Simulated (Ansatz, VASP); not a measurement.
## Al2O3 in VASP and in Ansatz

```
Al O
1.0
     2.78861    0.00000    0.00000
    -1.39431    2.41501    0.00000
     0.00000    0.00000    7.09627
Al O
2 3
Direct
  0.00000 0.00000 0.19074
  0.00000 0.00000 0.80926
  0.33333 0.66667 0.28409
  0.66667 0.33333 0.00000
  0.33333 0.66667 0.71591
```

Alike in both runs: task single point; functional PBE; dispersion D3(BJ); k mesh 9 × 9 × 4; occupations gaussian, width 0.05 eV; no spin polarisation.

|  | VASP | Ansatz |
| --- | --- | --- |
| version | VASP 6.6.1 | Ansatz 0.2.0 |
| potentials or method | VASP PAW PBE potentials, release 64 (Al, O), cutoff 520 eV | scalar-relativistic, plane waves, PAW |
| valence electrons in the cell | 24 | 24 |

VASP gave:

- gap on the k mesh at the Fermi level (eV): 5.32
- least direct gap on the mesh (eV): 5.47
- pressure (GPa): 18.5
- traceless stress, the component that is largest in VASP (GPa): -6.21
- rms of the force components (eV/Å): 0.409

Problem. What did Ansatz give for the same quantities?

Solution. gap on the k mesh at the Fermi level (eV): 5.34; least direct gap on the mesh (eV): 5.49; pressure (GPa): 18.3; traceless stress, the component that is largest in VASP (GPa): -5.83; rms of the force components (eV/Å): 0.422.

Atom by atom the forces differ by 0.018 eV/Å (rms over components).
